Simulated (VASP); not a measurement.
# YTiTe3 (Pm-3m) in VASP: a series of runs

YTiTe3 is run at these levels: PBE; tasks: single point, relaxation of cell and atoms.

All numbers are computed with VASP 6.6.1; they aren't measurements. Logs are shortened: lines on timing, memory, paths and dates and some standing lists are left out, and cuts for length are marked.

## (1) The cell of the first run

Symmetry: Pm-3m, No. 221, cubic system. The conventional cell has a = 5.339 Å, b = 5.339 Å, c = 5.339 Å, α = 90.00°, β = 90.00°, γ = 90.00°. Y (site symmetry m-3m) has 12 Te at 3.78 Å and 8 Ti at 4.62 Å within 5.0 Å. Within 3.5 Å of Ti (site symmetry m-3m) lie 6 Te at 2.67 Å. Te (site symmetry 4/mmm) has 2 Ti at 2.67 Å within 3.5 Å.

The cell was generated, and may not be a known phase.

## (2) Single point, PBE, collinear spin

INCAR reads:

```
PREC     = Accurate       # precision mode
ENCUT    = 520            # plane-wave cutoff, eV
EDIFF    = 1E-7           # SCF threshold, eV
ISMEAR   = 0              # smearing method
SIGMA    = 0.1            # smearing width, eV
LREAL    = F              # projectors in reciprocal space
LASPH    = T              # aspherical terms in the spheres
NELM     = 150            # most SCF steps
ALGO     = Normal         # electronic algorithm
ISIF     = 2              # what is computed and relaxed
LWAVE    = F              # write WAVECAR
LCHARG   = T              # write CHGCAR
ISPIN    = 2              # spin polarisation
MAGMOM   = 0.17 0.37 0 0 0 # initial moments
LORBIT   = 11             # projections on sites
LMAXMIX  = 4              # l up to which the mixer works
GGA      = PE             # functional
LELF     = T              # ELF
LVHAR    = T            
NBANDS   = 32             # bands
```

KPOINTS reads:

```
Automatic mesh
0
Gamma
  8 8 8
```

POSCAR reads:

```
YTiTe3
1.0
    5.3388755676      0.0000000000      0.0000000000
    0.0000000000      5.3388755676      0.0000000000
    0.0000000000      0.0000000000      5.3388755676
Y Ti Te
1 1 3
Direct
    0.5000000000      0.5000000000      0.5000000000
    0.0000000000      0.0000000000      0.0000000000
    0.5000000000      0.0000000000      0.0000000000
    0.0000000000      0.5000000000      0.0000000000
    0.0000000000      0.0000000000      0.5000000000
```

Potentials or basis: VASP PAW PBE potentials, release 64 (Y_sv, Ti_sv, Te).

Command:

```
> cat potpaw_PBE.64/Y_sv/POTCAR potpaw_PBE.64/Ti_sv/POTCAR potpaw_PBE.64/Te/POTCAR > POTCAR
> mpirun -np 1 vasp_std > vasp.out
```

OUTCAR:

```text
PREC = Accurate
   ENCUT = 520
   EDIFF = 1E-7
   ISMEAR = 0
   LREAL = F
   LASPH = T
   NELM = 150
   ISIF = 2
   ISPIN = 2
   LORBIT = 11
   GGA = PE

 ion  position               nearest neighbor table
   1  0.500  0.500  0.500-   3 3.78   4 3.78   5 3.78   3 3.78   4 3.78   3 3.78   5 3.78   3 3.78
                             4 3.78   5 3.78   4 3.78   5 3.78
   2  0.000  0.000  0.000-   3 2.67   4 2.67   5 2.67   5 2.67   4 2.67   3 2.67
   3  0.500  0.000  0.000-   2 2.67   2 2.67   1 3.78   1 3.78   1 3.78   1 3.78
   4  0.000  0.500  0.000-   2 2.67   2 2.67   1 3.78   1 3.78   1 3.78   1 3.78
   5  0.000  0.000  0.500-   2 2.67   2 2.67   1 3.78   1 3.78   1 3.78   1 3.78

  LATTYP: Found a simple cubic cell.
 ALAT       =     5.3388755676

  Lattice vectors:

 A1 = (   5.3388755676,   0.0000000000,   0.0000000000)
 A2 = (   0.0000000000,   5.3388755676,   0.0000000000)
 A3 = (   0.0000000000,   0.0000000000,   5.3388755676)

Analysis of symmetry for initial positions (statically):
=====================================================================
 Subroutine PRICEL returns:
 Original cell was already a primitive cell.

 Routine SETGRP: Setting up the symmetry group for a
 simple cubic supercell.

 Subroutine GETGRP returns: Found 48 space group operations
 (whereof 48 operations were pure point group operations)
 out of a pool of 48 trial point group operations.

The static configuration has the point symmetry O_h .

Analysis of symmetry for dynamics (positions and initial velocities):
=====================================================================
 Subroutine PRICEL returns:
 Original cell was already a primitive cell.

 Routine SETGRP: Setting up the symmetry group for a
 simple cubic supercell.

 Subroutine GETGRP returns: Found 48 space group operations
 (whereof 48 operations were pure point group operations)
 out of a pool of 48 trial point group operations.

The dynamic configuration has the point symmetry O_h .

Analysis of structural, dynamic, and magnetic symmetry:
=====================================================================
 Subroutine PRICEL returns:
 Original cell was already a primitive cell.

 Routine SETGRP: Setting up the symmetry group for a
 simple cubic supercell.

 Subroutine GETGRP returns: Found 48 space group operations
 (whereof 48 operations were pure point group operations)
 out of a pool of 48 trial point group operations.

The overall configuration has the point symmetry O_h .

 Subroutine INISYM returns: Found 48 space group operations
 (whereof 48 operations are pure point group operations),
 and found     1 'primitive' translations

----------------------------------------------------------------------------------------

                                     Primitive cell

  volume of cell :     152.1771

  direct lattice vectors                    reciprocal lattice vectors
     5.338875568  0.000000000  0.000000000     0.187305358  0.000000000  0.000000000
     0.000000000  5.338875568  0.000000000     0.000000000  0.187305358  0.000000000
     0.000000000  0.000000000  5.338875568     0.000000000  0.000000000  0.187305358

  length of vectors
     5.338875568  5.338875568  5.338875568     0.187305358  0.187305358  0.187305358

  position of ions in fractional coordinates (direct lattice)
     0.500000000  0.500000000  0.500000000
     0.000000000  0.000000000  0.000000000
     0.500000000  0.000000000  0.000000000
     0.000000000  0.500000000  0.000000000
     0.000000000  0.000000000  0.500000000

  ion indices of the primitive-cell ions
   primitive index   ion index
                 1           1
                 2           2
                 3           3
                 4           4
                 5           5

----------------------------------------------------------------------------------------
[... 28 lines left out ...]
  0.125000  0.000000  0.000000      6.000000
  0.250000  0.000000  0.000000      6.000000
  0.375000  0.000000  0.000000      6.000000
  0.500000  0.000000  0.000000      3.000000
  0.125000  0.125000  0.000000     12.000000
[... 16 lines left out ...]
  0.375000  0.375000  0.125000     24.000000
  0.500000  0.375000  0.125000     24.000000
 [... further k-points ...]
   k-points           NKPTS =     35   k-points in BZ     NKDIM =     35   number of bands    NBANDS=     32
   number of dos      NEDOS =    301   number of ions     NIONS =      5
   total plane-waves  NPLWV =  64000
   dimension x,y,z NGX =    40 NGY =   40 NGZ =   40
   dimension x,y,z NGXF=    80 NGYF=   80 NGZF=   80
   ions per type =               1   1   3
   NGX,Y,Z   is equivalent  to a cutoff of  12.46, 12.46, 12.46 a.u.
   NGXF,Y,Z  is equivalent  to a cutoff of  24.91, 24.91, 24.91 a.u.
 SYSTEM =  unknown system
   PREC   = accura    normal or accurate (medium, high low for compatibility)
   ISTART =      0    job   : 0-new  1-cont  2-samecut
   ICHARG =      2    charge: 1-file 2-atom 10-const
   ISPIN  =      2    spin polarized calculation?
   LNONCOLLINEAR =      F non collinear calculations
   LSORBIT =      F    spin-orbit coupling
   LASPH  =      T    aspherical Exc in radial PAW
   ENCUT  =  520.0 eV  38.22 Ry    6.18 a.u.   9.93  9.93  9.93*2*pi/ulx,y,z
   NELM   =    150;   NELMIN=  2; NELMDL= -5     # of ELM steps
   EDIFF  = 0.1E-06   stopping-criterion for ELM
   LREAL  =      F    real-space projection
   EDIFFG = 0.1E-05   stopping-criterion for IOM
   NSW    =      0    number of steps for IOM
   IBRION =     -1    ionic relax: 0-MD 1-quasi-New 2-CG
   NFREE  =      0    steps in history (QN), initial steepest desc. (CG)
   ISIF   =      2    stress and relaxation
   ISYM   =      2    0-nonsym 1-usesym 2-fastsym
   POTIM  = 0.5000    time-step for ionic-motion
   TEBEG  =    0.0;   TEEND  =   0.0 temperature during run
   PSTRESS=    0.0 pullay stress
   NELECT =      41.0000    total number of electrons
   NUPDOWN=      -1.0000    fix difference up-down
   EMIN   =  10.00;   EMAX   =-10.00  energy-range for DOS
   EFERMI =   0.00;   METHOD = LEGACY
   ISMEAR =     0;   SIGMA  =   0.10  broadening in eV -4-tet -1-fermi 0-gaus
   EFERMI_NEDOS =   21; number of points for ismear=-14 and -15
   IALGO  =     38    algorithm
   IMIX   =      4    mixing-type and parameters
     AMIX     =   0.40;   BMIX     =  1.00
     AMIX_MAG =   1.60;   BMIX_MAG =  1.00
  volume/ion in A,a.u.               =      30.44       205.39
  Fermi-wavevector in a.u.,A,eV,Ry     =   1.057352  1.998106 15.211226  1.117994
  Thomas-Fermi vector in A             =   2.192622
   LORBIT       =     11    0 simple, 1 ext, 2 COOP (PROOUT), +10 PAW based schemes
   GGA     = PE    functional components
   LHFCALC =     F    Hartree Fock is set to
   AEXX    =    0.0000 exact exchange contribution
   IVDW    =     0    specifies the selected vdW correction
   LEPSILON=     F    determine dielectric tensor
   LRPA    =     F    only Hartree local field effects (RPA)
 spin polarized calculation
 Gauss-broadening in eV      SIGMA  =   0.10
  energy-cutoff  :      520.00
  volume of cell :      152.18
 maximum number of plane-waves:      4130
 NGX is ok and might be reduce to    40
   NGX = 19   NGY = 19   NGZ = 19

 number of electron      41.0000001 magnetization       0.0013037

 Free energy of the ion-electron system (eV)
  ---------------------------------------------------
  ext. energy  EPLUGINS =         0.00000000
  ---------------------------------------------------
  free energy    TOTEN  =       -25.78899147 eV

  energy without entropy =      -25.77207372  energy(sigma->0) =      -25.78053259

 E-fermi :   6.2004     XC(G=0):  -9.4188

 val. band max:        6.1870178039   @ k =   0.2500   0.2500   0.0000
 cond. band min:       6.2187387465   @ k =   0.1250   0.0000   0.0000
 fundamental gap:      0.0317209427
 Fermi energy:         6.2004476021

 spin component 1

 k-point     1 :       0.0000    0.0000    0.0000
  band No.  band energies     occupation
      1     -51.5297      1.00000
      2     -38.9555      1.00000
      3     -27.8307      1.00000
      4     -27.8307      1.00000
      5     -27.8307      1.00000
      6     -18.8172      1.00000
[... 829 lines left out ...]
     31       9.8691      0.00000
     32      10.4382      0.00000

 [... further k-points ...]

 spin component 2

 k-point     1 :       0.0000    0.0000    0.0000
  band No.  band energies     occupation
      1     -51.5287      1.00000
      2     -38.9554      1.00000
      3     -27.8297      1.00000
      4     -27.8297      1.00000
      5     -27.8297      1.00000
      6     -18.8171      1.00000
[... 829 lines left out ...]
     31       9.8694      0.00000
     32      10.4384      0.00000

 [... further k-points ...]

------------------------ aborting loop because EDIFF is reached ----------------------------------------

  FORCE on cell =-STRESS in cart. coord.  units (eV):
  Direction    XX          YY          ZZ          XY          YZ          ZX
  --------------------------------------------------------------------------------------
  -------------------------------------------------------------------------------------
  Total        0.0013519      0.0013519      0.0013519      0.0000000     -0.0000000      0.0000000
  in kB        0.0142329      0.0142329      0.0142329      0.0000000     -0.0000000      0.0000000
  external PRESSURE =       0.0142329 kB  Pullay stress =       0.0000000 kB

 VOLUME and BASIS-vectors are now :
 -----------------------------------------------------------------------------
  energy-cutoff  :      520.00
  volume of cell :      152.18
      direct lattice vectors                 reciprocal lattice vectors
     5.338875568  0.000000000  0.000000000     0.187305358  0.000000000  0.000000000
     0.000000000  5.338875568  0.000000000     0.000000000  0.187305358  0.000000000
     0.000000000  0.000000000  5.338875568     0.000000000  0.000000000  0.187305358

 POSITION                                       TOTAL-FORCE (eV/Angst)
 -----------------------------------------------------------------------------------
      2.66944      2.66944      2.66944         0.000000      0.000000      0.000000
      0.00000      0.00000      0.00000         0.000000      0.000000      0.000000
      2.66944      0.00000      0.00000         0.000000      0.000000      0.000000
      0.00000      2.66944      0.00000         0.000000      0.000000      0.000000
      0.00000      0.00000      2.66944         0.000000      0.000000      0.000000
 -----------------------------------------------------------------------------------
    total drift:                               -0.000000      0.000000     -0.000000

  FREE ENERGIE OF THE ION-ELECTRON SYSTEM (eV)
  ---------------------------------------------------
  free  energy   TOTEN  =       -25.7889914701 eV

  energy  without entropy=      -25.7720737183  energy(sigma->0) =      -25.78053259

 total charge

# of ion       s       p       d       f       tot
--------------------------------------------------
    1        2.134   6.027   0.701   0.012   8.874
    2        2.168   6.136   1.973   0.000  10.277
    3        1.374   2.045   0.032   0.000   3.451
    4        1.374   2.045   0.032   0.000   3.451
    5        1.374   2.045   0.032   0.000   3.451
--------------------------------------------------
tot          8.423  18.299   2.772   0.012  29.505

 magnetization (x)

# of ion       s       p       d       f       tot
--------------------------------------------------
    1        0.000   0.000   0.000   0.000   0.000
    2        0.000   0.000   0.001   0.000   0.001
    3       -0.000  -0.000   0.000   0.000  -0.000
    4       -0.000  -0.000   0.000   0.000  -0.000
    5       -0.000  -0.000   0.000   0.000  -0.000
--------------------------------------------------
tot          0.000  -0.000   0.001   0.000   0.001
```

Run time: 5 min. Hardware: 1 thread of Intel Xeon 6975P-C (Granite Rapids), shared host; peak memory 0.48 GiB.

Results:

| Quantity | Value |
| --- | --- |
| Free energy | -25.7890 eV |
| Pressure | 0.0 GPa |
| Net moment | 0.00 μB per cell |
| Valence electrons inside the program's atomic spheres | Y 8.87; Ti 10.28; Te 3.45 |

Caveat: spin-orbit coupling is left out, which moves the levels of the heavy elements.

(Part 1 of 2 ends here.)
